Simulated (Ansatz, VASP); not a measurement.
**One calculation of LiF, two programs**

Contents of INCAR:

```
PREC     = Accurate       # precision mode
ENCUT    = 520            # plane-wave cutoff, eV
EDIFF    = 1E-7           # SCF threshold, eV
ISMEAR   = -1             # smearing method
SIGMA    = 0.02           # smearing width, eV
LREAL    = F              # projectors in reciprocal space
LASPH    = T              # aspherical terms in the spheres
NELM     = 100            # most SCF steps
ALGO     = Normal         # electronic algorithm
ISIF     = 2              # what is computed and relaxed
LWAVE    = F              # write WAVECAR
LCHARG   = F              # write CHGCAR
GGA      = PE             # functional
NBANDS   = 18             # bands
```

The input KPOINTS:

```
regular mesh
0
Gamma
  12 12 6
```

Contents of POSCAR:

```
LiF
1.0
    2.9004652966      0.0000000000      0.0000000000
   -1.4502326483      2.5118766296      0.0000000000
    0.0000000000      0.0000000000      5.0590256371
Li F
2 2
Direct
    0.3333333333      0.6666666667      0.0057791719
    0.6666666667      0.3333333333      0.5057791719
    0.3333333333      0.6666666667      0.3692208281
    0.6666666667      0.3333333333      0.8692208281
```

Input for Ansatz:

```yaml
crystal:
  lattice:
    - [2.9004652966, 0.0, 0.0]
    - [-1.4502326483, 2.5118766296, 0.0]
    - [0.0, 0.0, 5.0590256371]
  atoms:
    - { symbol: Li, position: [0.3333333333, 0.6666666667, 0.0057791719] }
    - { symbol: Li, position: [0.6666666667, 0.3333333333, 0.5057791719] }
    - { symbol: F, position: [0.3333333333, 0.6666666667, 0.3692208281] }
    - { symbol: F, position: [0.6666666667, 0.3333333333, 0.8692208281] }
kpoints:
  mp_grid: { grid: [12, 12, 6] }
  band_path:
    path:
      - [0.0, 0.0, 0.0]
      - [0.5, 0.0, 0.0]
      - [0.3333333333, 0.3333333333, 0.0]
      - [0.0, 0.0, 0.5]
      - [0.5, 0.0, 0.5]
      - [0.3333333333, 0.3333333333, 0.5]
    npoints: 1
hamiltonian:
  xc: pbe
scf:
  occupations: { method: fermi_dirac, width: 0.02 }
  n_extra_bands: 5
output:
  forces: true
  stress: true
  eigenvalues: true
```

Change from the starting cell: epitaxial_xy strain -5.9%.

Alike in both runs: task single point; functional PBE; k mesh 12 × 12 × 6; occupations fermi-dirac, width 0.02 eV; no spin polarisation.

|  | VASP | Ansatz |
| --- | --- | --- |
| version | VASP 6.6.1 | Ansatz 0.2.0 |
| potentials or method | VASP PAW PBE potentials, release 64 (Li_sv, F) | plane waves, PAW |
| plane-wave cutoff (eV) | 520 | 420 |
| valence electrons in the cell | 20 | 20 |

|  | VASP | Ansatz | Ansatz less VASP |
| --- | --- | --- | --- |
| gap on the k mesh at the Fermi level (eV) | 8.19 | 8.20 | +0.014 |
| rms of the force components (eV/Å) | 0.011 | 0.007 | -0.0036 |

Atom by atom the forces differ by 0.004 eV/Å (rms over components).

Noted on VASP's run: the cutoff is under 1.25 times that of the potentials, so the pressure is a little rough.
